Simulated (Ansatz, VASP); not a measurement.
One calculation of Y, two programs

File INCAR:

```
PREC = Accurate ; ENCUT = 520
EDIFF = 1E-7 ; ISMEAR = 0
SIGMA = 0.1 ; LREAL = F
LASPH = T ; NELM = 100
ALGO = Fast ; ISIF = 2
LWAVE = F ; LCHARG = F
GGA = PE ; NBANDS = 18
```

Contents of KPOINTS:

```
regular mesh
0
Gamma
  15 15 8
```

POSCAR

```
Y
1.0
    3.8516013953      0.0000000000      0.0000000000
   -1.9258006976      3.3355846535      0.0000000000
    0.0000000000      0.0000000000      5.8899355200
Y
2
Direct
    0.3333333333      0.6666666667      0.2500000000
    0.6666666667      0.3333333333      0.7500000000
```

Input for Ansatz:

```yaml
crystal:
  lattice:
    - [3.8516013953, 0.0, 0.0]
    - [-1.9258006976, 3.3355846535, 0.0]
    - [0.0, 0.0, 5.88993552]
  atoms:
    - { symbol: "Y", position: [0.3333333333, 0.6666666667, 0.25] }
    - { symbol: "Y", position: [0.6666666667, 0.3333333333, 0.75] }
basis:
  ecutwfc: 420
kpoints:
  mp_grid: { grid: [15, 15, 8] }
hamiltonian:
  xc: pbe
scf:
  occupations: { method: gaussian, width: 0.1 }
output:
  forces: true
  stress: true
  eigenvalues: true
```

Alike in both runs: task single point; functional PBE; k mesh 15 × 15 × 8; occupations gaussian, width 0.1 eV; no spin polarisation.

|  | VASP | Ansatz |
| --- | --- | --- |
| version | VASP 6.6.1 | Ansatz 0.2.0 |
| potentials or method | VASP PAW PBE potentials, release 64 (Y_sv), cutoff 520 eV | scalar-relativistic, plane waves, PAW |
| valence electrons in the cell | 22 | 22 |

VASP gave:

```
gap on the k mesh at the Fermi level (eV)                     : none
pressure (GPa)                                                : -4.7
traceless stress, the component that is largest in VASP (GPa) : 0.52
```

Task: Estimate Ansatz's values.

Result: gap on the k mesh at the Fermi level (eV): none; pressure (GPa): -4.6; traceless stress, the component that is largest in VASP (GPa): 0.52.

A gap of «none» marks a metal or a gap that the smearing closes.
